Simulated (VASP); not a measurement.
## Li: single point with PBEsol+D3(BJ)

Crystal: Li.

```xyz
2
Lattice="0.0000 -2.0955 -2.0955 0.0000 2.0955 -2.0955 4.1910 0.0000 0.0000" Properties=species:S:1:pos:R:3 pbc="T T T"
Li    2.0955   -0.1062   -2.2017
Li    0.0000    0.1062    0.1062
```

This cell differs from its parent crystal: mode 4 frozen in at -0.106 Å and mode 5 at -0.106 Å (largest displacements).

```
Program             : VASP 6.6.1
Task                : single point
Functional          : PBEsol
Dispersion          : D3(BJ)
Potentials or basis : VASP PAW PBE potentials, release 64 (Li_sv)
Cutoff              : 520 eV
k mesh              : 16 × 16 × 10
Occupations         : gaussian, width 0.15 eV
Spin                : no spin polarisation
```

```yaml
Largest_force: 0.229 eV/Å
Band_gap_on_the_k_mesh: zero (band 3 reaches 4.38 eV, above the bottom of band 4 at -1.21 eV)
Dispersion_energy_per_atom: -0.165 eV
```

Forces in eV/Å, atoms in the order of the input:
```
Li   0.000  0.162  0.162
Li   0.000 -0.162 -0.162
```

Levels at points of the mesh, in eV from the Fermi level:
| k point | band 1 | band 2 | band 3 | band 4 | band 5 | band 6 |
| --- | --- | --- | --- | --- | --- | --- |
| (0.00, 0.00, 0.00) | -45.79 | -45.75 | -3.67 | 1.57 | 5.08 | 8.97 |
| (0.50, 0.00, 0.00) | -45.77 | -45.75 | -0.85 | -0.22 | 5.20 | 6.40 |
| (0.00, 0.50, 0.00) | -45.76 | -45.76 | -0.57 | -0.57 | 5.76 | 5.76 |
| (0.50, 0.50, 0.00) | -45.75 | -45.75 | 1.65 | 1.65 | 4.89 | 4.89 |
| (0.00, 0.00, 0.50) | -45.77 | -45.77 | -2.12 | -2.12 | 10.90 | 10.90 |
| (0.50, 0.00, 0.50) | -45.76 | -45.76 | -0.01 | -0.01 | 3.16 | 3.16 |
| (0.00, 0.50, 0.50) | -45.76 | -45.76 | -0.08 | -0.08 | 3.28 | 3.28 |
| (0.50, 0.50, 0.50) | -45.75 | -45.75 | 3.48 | 3.48 | 3.73 | 3.73 |

Wall time 75 s on 1 thread of Intel(R) Xeon(R) Platinum 8488C (Sapphire Rapids) (shared host), peak memory 0.25 GiB.

Caveat: the cell differs from its parent crystal (mode 4 frozen in at -0.106 Å and mode 5 at -0.106 Å (largest displacements)); the PAW data sets were made with another functional, which shifts forces and pressure a little.
